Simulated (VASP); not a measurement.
# Al3GaN4 (Pm) in VASP: a series of runs, part 2 of 2

VASP 6.6.1. The steps go on from the part before.

**3. Single point, r2SCAN (atom 1 (Al) moved -0.050 Å towards its neighbour atom 2 (Al) at 3.092 Å)**

Input file POSCAR:

```
Al3GaN4
1.0
    5.0380821985      0.0000000000      0.0000609633
    0.0000000000      3.1249488273      0.0000000000
   -0.0032907418      0.0000000000      5.4103929818
Al Ga N
3 1 4
Direct
    0.5082990773      0.5000000000      0.1726289839
    0.0006683705      0.5000000000      0.8349019374
    0.0010043255      0.0000000000      0.3316444641
    0.4994946875      0.0000000000      0.6662044640
    0.1107069781      0.0000000000      0.6663170124
    0.1226755900      0.5000000000      0.1671322918
    0.6254135993      0.5000000000      0.8406810063
    0.6234137866      0.0000000000      0.3258647496
```

Input file INCAR.step1:

```
SYSTEM = Al3GaN4
PREC = Accurate ; ENCUT = 520
ISMEAR = 0 ; SIGMA = 0.05
LREAL = .FALSE. ; LASPH = .TRUE.
NELM = 80 ; NBANDS = 31
GGA = PE ; ALGO = Normal
EDIFF = 1E-4 ; LWAVE = .TRUE.
LCHARG = .FALSE.
```

Input file INCAR.step2:

```
SYSTEM = Al3GaN4
PREC = Accurate ; ENCUT = 520
EDIFF = 1E-7 ; ISMEAR = 0
SIGMA = 0.05 ; LREAL = .FALSE.
LASPH = .TRUE. ; NELM = 80
ALGO = Normal ; ISIF = 2
LWAVE = .FALSE. ; LCHARG = .FALSE.
METAGGA = R2SCAN ; LMIXTAU = .TRUE.
NBANDS = 31 ; ISTART = 1
```

Input file KPOINTS:

```
Automatic mesh
0
G
  6 8 4
  0 0 0
```

Potentials or basis: VASP PAW PBE potentials, release 64 (Al, Ga_d, N).

The run is started by

```console
$ cat potpaw_PBE.64/Al/POTCAR potpaw_PBE.64/Ga_d/POTCAR potpaw_PBE.64/N/POTCAR > POTCAR
$ cp INCAR.step1 INCAR
$ mpirun -np 1 vasp_std > vasp.out
$ cp INCAR.step2 INCAR
$ mpirun -np 1 vasp_std > vasp.out
```

OUTCAR:

```text
SYSTEM = Al3GaN4
   PREC = Accurate
   ENCUT = 520
   EDIFF = 1E-7
   ISMEAR = 0
   LREAL = .FALSE.
   LASPH = .TRUE.
   NELM = 80
   ISIF = 2
   METAGGA = R2SCAN
   ISTART = 1

 ion  position               nearest neighbor table
   1  0.508  0.500  0.173-   8 1.86   8 1.86   7 1.89   6 1.94   3 3.06   3 3.06   2 3.08   4 3.09
                             4 3.09   3 3.12   3 3.12   2 3.14
   2  0.001  0.500  0.835-   7 1.89   5 1.89   5 1.89   6 1.90   1 3.08   4 3.10   4 3.10   4 3.11
                             4 3.11   3 3.11   3 3.11   3 3.14   3 3.14   1 3.14
   3  0.001  0.000  0.332-   5 1.89   6 1.90   6 1.90   8 1.90   1 3.06   1 3.06   4 3.09   2 3.11
                             2 3.11   4 3.11   1 3.12   1 3.12   2 3.14   2 3.14
   4  0.499  0.000  0.666-   7 1.93   7 1.93   8 1.94   5 1.96   1 3.09   1 3.09   3 3.09   2 3.10
                             2 3.10   2 3.11   2 3.11   3 3.11
[... 1038 lines left out ...]

 VOLUME and BASIS-vectors are now :
 -----------------------------------------------------------------------------
  energy-cutoff  :      520.00
  volume of cell :       85.18
      direct lattice vectors                 reciprocal lattice vectors
     5.038082198  0.000000000  0.000060963     0.198488225  0.000000000  0.000120726
     0.000000000  3.124948827  0.000000000     0.000000000  0.320005240  0.000000000
    -0.003290742  0.000000000  5.410392982    -0.000002237  0.000000000  0.184829456

 POSITION                                       TOTAL-FORCE (eV/Angst)
 -----------------------------------------------------------------------------------
      2.56028      1.56247      0.93402        -0.800919      0.000000     -0.702642
      0.00062      1.56247      4.51715         0.116579      0.000000      0.038518
      0.00397      0.00000      1.79433         0.243282      0.000000     -0.019144
      2.51430      0.00000      3.60446        -0.060427      0.000000      0.218795
      0.55556      0.00000      3.60504        -0.057940      0.000000     -0.042633
      0.61750      1.56247      0.90426         0.195915      0.000000      0.099414
      3.14812      1.56247      4.54845         0.083523      0.000000      0.190644
      3.13974      0.00000      1.76309         0.279987      0.000000      0.217048
 -----------------------------------------------------------------------------------
    total drift:                                0.025101      0.000000     -0.007414

  FREE ENERGIE OF THE ION-ELECTRON SYSTEM (eV)
  ---------------------------------------------------
  free  energy   TOTEN  =       -79.5338731191 eV

  energy  without entropy=      -79.5338731191  energy(sigma->0) =      -79.53387312
```

OUTCAR.step1:

```text
SYSTEM = Al3GaN4
   PREC = Accurate
   ENCUT = 520
   ISMEAR = 0
   LREAL = .FALSE.
   LASPH = .TRUE.
   NELM = 80
[... 1067 lines left out ...]
      0.61750      1.56247      0.90426         0.207049      0.000000      0.092076
      3.14812      1.56247      4.54845         0.079844      0.000000      0.199816
      3.13974      0.00000      1.76309         0.269832      0.000000      0.191343
 -----------------------------------------------------------------------------------
    total drift:                               -0.001978      0.000000     -0.003163

  FREE ENERGIE OF THE ION-ELECTRON SYSTEM (eV)
  ---------------------------------------------------
  free  energy   TOTEN  =       -56.7336736741 eV

  energy  without entropy=      -56.7336736741  energy(sigma->0) =      -56.73367367
```

Run time: 5.3 min. Hardware: 1 thread of Intel Xeon 6975P-C (Granite Rapids), shared host; peak memory 0.3 GiB.

What came out:

| Property | Result |
| --- | --- |
| Free energy | -79.5339 eV |
| Pressure | 0.1 GPa |
| Largest force | 1.065 eV/Å |
| Band gap on the k mesh | 4.12 eV |

Forces on the atoms (eV/Å):
```
Al  -0.801  0.000 -0.703
Al   0.117  0.000  0.039
Al   0.243  0.000 -0.019
Ga  -0.060  0.000  0.219
N   -0.058  0.000 -0.043
N    0.196  0.000  0.099
N    0.084  0.000  0.191
N    0.280  0.000  0.217
```

Levels at points of the mesh, in eV from the valence-band top:
```
           k point  band 17  band 18  band 19  band 20  band 21  band 22  band 23  band 24  band 25  band 26
(0.00, 0.00, 0.00)    -0.92    -0.74    -0.15    -0.04     0.00     4.12     6.22     6.58     6.84     8.41
(0.50, 0.00, 0.00)    -1.33    -0.66    -0.65    -0.40    -0.34     5.52     5.89     6.37     6.90     9.39
(0.00, 0.50, 0.00)    -2.89    -1.93    -1.90    -1.64    -1.45     6.28     6.42     8.29     8.47     8.84
(0.50, 0.50, 0.00)    -3.00    -1.28    -1.18    -1.16    -0.91     6.87     7.10     7.19     7.31     9.10
(0.00, 0.00, 0.50)    -1.60    -0.68    -0.58    -0.40    -0.19     6.17     6.48     7.77     8.19     8.67
(0.50, 0.00, 0.50)    -1.53    -1.47    -1.19    -1.11    -0.72     6.59     6.83     7.05     7.26     8.93
(0.00, 0.50, 0.50)    -2.28    -1.99    -1.82    -0.82    -0.70     5.91     6.26     6.45     6.66     7.82
(0.50, 0.50, 0.50)    -1.62    -1.54    -1.50    -1.41    -1.23     5.36     5.70     5.84     5.99     8.57
```

Caveat: the cell differs from its parent crystal (atom 1 (Al) moved -0.050 Å towards its neighbour atom 2 (Al) at 3.092 Å); the PAW data sets were made with another functional, which shifts forces and pressure a little.

**4. Single point, r2SCAN (atom 1 (Al) moved +0.175 Å towards its neighbour atom 2 (Al) at 3.092 Å)**

Edit POSCAR of step 3 so:

```diff
@@ -8,3 +8,3 @@
 Direct
-    0.5082990773      0.5000000000      0.1726289839
+    0.4719507108      0.5000000000      0.1484463915
     0.0006683705      0.5000000000      0.8349019374
```

Input file INCAR.step1:

```
ALGO     = Normal         # electronic algorithm
EDIFF    = 1E-4           # SCF threshold, eV
ENCUT    = 520            # plane-wave cutoff, eV
GGA      = PE             # functional
ISMEAR   = 0              # smearing method
LASPH    = T              # aspherical terms in the spheres
LCHARG   = F              # write CHGCAR
LREAL    = F              # projectors in reciprocal space
LWAVE    = T              # write WAVECAR
NBANDS   = 31             # bands
NELM     = 60             # most SCF steps
PREC     = Accurate       # precision mode
SIGMA    = 0.05           # smearing width, eV
```

Input file INCAR.step2:

```
ALGO     = Normal         # electronic algorithm
EDIFF    = 1E-7           # SCF threshold, eV
ENCUT    = 520            # plane-wave cutoff, eV
ISIF     = 2              # what is computed and relaxed
ISMEAR   = 0              # smearing method
ISTART   = 1            
LASPH    = T              # aspherical terms in the spheres
LCHARG   = F              # write CHGCAR
LMIXTAU  = T            
LREAL    = F              # projectors in reciprocal space
LWAVE    = F              # write WAVECAR
METAGGA  = R2SCAN         # meta-GGA
NBANDS   = 31             # bands
NELM     = 60             # most SCF steps
PREC     = Accurate       # precision mode
SIGMA    = 0.05           # smearing width, eV
```

Input file KPOINTS:

```
k-points
0
Gamma
  6 8 4
```

Potentials or basis: VASP PAW PBE potentials, release 64 (Al, Ga_d, N).

The run is started by

```console
$ cat potpaw_PBE.64/Al/POTCAR potpaw_PBE.64/Ga_d/POTCAR potpaw_PBE.64/N/POTCAR > POTCAR
$ cp INCAR.step1 INCAR
$ mpirun -np 1 vasp_std > vasp.out
$ cp INCAR.step2 INCAR
$ mpirun -np 1 vasp_std > vasp.out
```

OUTCAR:

```text
EDIFF = 1E-7
   ENCUT = 520
   ISIF = 2
   ISMEAR = 0
   ISTART = 1
   LASPH = T
   LREAL = F
   METAGGA = R2SCAN
   NELM = 60
   PREC = Accurate

 ion  position               nearest neighbor table
   1  0.472  0.500  0.148-   6 1.76   7 1.84   8 1.99   8 1.99   2 2.92   3 3.01   3 3.01   4 3.04
                             4 3.04   2 3.16   3 3.24   3 3.24
   2  0.001  0.500  0.835-   7 1.89   5 1.89   5 1.89   6 1.90   1 2.92   4 3.10   4 3.10   4 3.11
                             4 3.11   3 3.11   3 3.11   3 3.14   3 3.14   1 3.16
   3  0.001  0.000  0.332-   5 1.89   6 1.90   6 1.90   8 1.90   1 3.01   1 3.01   4 3.09   2 3.11
                             2 3.11   4 3.11   2 3.14   2 3.14   1 3.24   1 3.24
   4  0.499  0.000  0.666-   7 1.93   7 1.93   8 1.94   5 1.96   1 3.04   1 3.04   3 3.09   2 3.10
                             2 3.10   2 3.11   2 3.11   3 3.11
   5  0.111  0.000  0.666-   2 1.89   2 1.89   3 1.89   4 1.96
   6  0.123  0.500  0.167-   1 1.76   2 1.90   3 1.90   3 1.90
   7  0.625  0.500  0.841-   1 1.84   2 1.89   4 1.93   4 1.93
   8  0.623  0.000  0.326-   3 1.90   4 1.94   1 1.99   1 1.99

  LATTYP: Found a simple monoclinic cell.
 ALAT       =     5.0380821989
 B/A-ratio  =     0.6202655503
 C/A-ratio  =     1.0738995056
 COS(beta)  =    -0.0005961254

  Lattice vectors:

 A1 = (   5.0380821985,   0.0000000000,   0.0000609633)
 A2 = (   0.0000000000,   3.1249488273,   0.0000000000)
 A3 = (  -0.0032907418,   0.0000000000,   5.4103929818)

Analysis of symmetry for initial positions (statically):
=====================================================================
 Subroutine PRICEL returns:
 Original cell was already a primitive cell.

 Routine SETGRP: Setting up the symmetry group for a
 simple monoclinic supercell.

 Subroutine GETGRP returns: Found  2 space group operations
 (whereof  2 operations were pure point group operations)
 out of a pool of  4 trial point group operations.

[... 150 lines left out ...]
   LORBIT       =      0    0 simple, 1 ext, 2 COOP (PROOUT), +10 PAW based schemes
   METAGGA = R2SCAN    functional components
   LHFCALC =     F    Hartree Fock is set to
   AEXX    =    0.0000 exact exchange contribution
   IVDW    =     0    specifies the selected vdW correction
   LEPSILON=     F    determine dielectric tensor
   LRPA    =     F    only Hartree local field effects (RPA)
 non-spin polarized calculation
 Gauss-broadening in eV      SIGMA  =   0.05
  energy-cutoff  :      520.00
  volume of cell :       85.18
 maximum number of plane-waves:      2328
 NGX is ok and might be reduce to    40
   NGX = 19   NGY = 11   NGZ = 21

 number of electron      41.9999992 magnetization

 Free energy of the ion-electron system (eV)
  ---------------------------------------------------
  ext. energy  EPLUGINS =         0.00000000
  ---------------------------------------------------
  free energy    TOTEN  =       -79.20189385 eV

  energy without entropy =      -79.20189385  energy(sigma->0) =      -79.20189385

 E-fermi :   6.2396     XC(G=0): -11.7481

 val. band max:        6.0005614456   @ k =   0.0000   0.0000   0.0000
 cond. band min:       9.7757855747   @ k =   0.0000   0.0000   0.0000
 fundamental gap:      3.7752241292
 Fermi energy:         6.2396135540

 k-point     1 :       0.0000    0.0000    0.0000
  band No.  band energies     occupation
      1     -10.5648      2.00000
      2      -9.1114      2.00000
      3      -8.8751      2.00000
      4      -8.2721      2.00000
      5      -7.4630      2.00000
      6      -7.3522      2.00000
[... 805 lines left out ...]
     30      17.3286      0.00000
     31      17.9782      0.00000

 [... further k-points ...]

------------------------ aborting loop because EDIFF is reached ----------------------------------------

  FORCE on cell =-STRESS in cart. coord.  units (eV):
  Direction    XX          YY          ZZ          XY          YZ          ZX
  --------------------------------------------------------------------------------------
  -------------------------------------------------------------------------------------
  Total        2.7046017     -0.8992734      0.0919831      0.0000000      0.0000000     -0.7430897
  in kB       50.8717784    -16.9147406      1.7301407      0.0000000      0.0000000    -13.9770291
  external PRESSURE =      11.8957262 kB  Pullay stress =       0.0000000 kB

 VOLUME and BASIS-vectors are now :
 -----------------------------------------------------------------------------
  energy-cutoff  :      520.00
  volume of cell :       85.18
      direct lattice vectors                 reciprocal lattice vectors
     5.038082198  0.000000000  0.000060963     0.198488225  0.000000000  0.000120726
     0.000000000  3.124948827  0.000000000     0.000000000  0.320005240  0.000000000
    -0.003290742  0.000000000  5.410392982    -0.000002237  0.000000000  0.184829456

 POSITION                                       TOTAL-FORCE (eV/Angst)
 -----------------------------------------------------------------------------------
      2.37724      1.56247      0.80318         3.661714      0.000000      2.150015
      0.00062      1.56247      4.51715        -0.501396      0.000000     -0.155259
      0.00397      0.00000      1.79433        -0.810301      0.000000      0.077231
      2.51430      0.00000      3.60446         0.269783      0.000000     -0.808696
      0.55556      0.00000      3.60504        -0.115381      0.000000      0.167691
      0.61750      1.56247      0.90426        -1.660741      0.000000     -0.273362
      3.14812      1.56247      4.54845        -0.052301      0.000000     -0.303047
      3.13974      0.00000      1.76309        -0.791376      0.000000     -0.854573
 -----------------------------------------------------------------------------------
    total drift:                                0.028081     -0.000000     -0.005992

  FREE ENERGIE OF THE ION-ELECTRON SYSTEM (eV)
  ---------------------------------------------------
  free  energy   TOTEN  =       -79.2018938458 eV

  energy  without entropy=      -79.2018938458  energy(sigma->0) =      -79.20189385
```

Run time: 4.6 min. Hardware: 1 thread of Intel Xeon 6975P-C (Granite Rapids), shared host; peak memory 0.3 GiB.

Results:

```
Free energy            : -79.2019 eV
Pressure               : 1.2 GPa
Largest force          : 4.246 eV/Å
Band gap on the k mesh : 3.78 eV
```

Forces in eV/Å, atoms in the order of the input:
```
Al   3.662  0.000  2.150
Al  -0.501  0.000 -0.155
Al  -0.810  0.000  0.077
Ga   0.270  0.000 -0.809
N   -0.115  0.000  0.168
N   -1.661  0.000 -0.273
N   -0.052  0.000 -0.303
N   -0.791  0.000 -0.855
```

Levels at points of the mesh, in eV from the valence-band top:
```tsv
k point	band 18	band 19	band 20	band 21	band 22	band 23	band 24	band 25
(0.00, 0.00, 0.00)	-0.89	-0.45	-0.26	0.00	3.78	5.77	6.25	6.35
(0.50, 0.00, 0.00)	-1.32	-1.28	-0.39	-0.11	5.11	5.50	6.13	6.32
(0.00, 0.50, 0.00)	-2.32	-2.20	-2.05	-1.71	5.70	6.13	8.04	8.25
(0.50, 0.50, 0.00)	-1.86	-1.59	-1.39	-1.15	6.28	6.78	6.88	7.24
(0.00, 0.00, 0.50)	-1.12	-0.73	-0.64	-0.31	5.71	6.23	7.33	7.86
(0.50, 0.00, 0.50)	-1.74	-1.67	-1.17	-0.57	5.95	6.50	6.71	6.92
(0.00, 0.50, 0.50)	-2.43	-2.08	-1.15	-0.83	5.57	5.87	5.98	6.43
(0.50, 0.50, 0.50)	-1.86	-1.55	-1.53	-1.30	5.05	5.20	5.36	5.90
```

Caveat: the cell differs from its parent crystal (atom 1 (Al) moved +0.175 Å towards its neighbour atom 2 (Al) at 3.092 Å); the PAW data sets were made with another functional, which shifts forces and pressure a little. A k mesh can miss the band edges.

**5. Overview**

```csv
cell,gap on the mesh (eV),pressure (GPa),largest force (eV/Å)
"as given, atomic positions A",4.03,0.4,2.32
"as given, atomic positions B",4.12,0.1,1.07
"as given, atomic positions C",3.78,1.2,4.25
```

Alike in all rows: task single point; level r2SCAN; potentials or basis VASP PAW PBE potentials, release 64 (Al, Ga_d, N); no spin polarisation; k mesh 6 × 8 × 4; cutoff (eV) 520; smearing gaussian 0.05 eV.

Caveats: the PAW data sets were made with another functional, which shifts forces and pressure a little.

Total energies depend on the potentials used, so only differences within one code and one set of settings carry meaning.
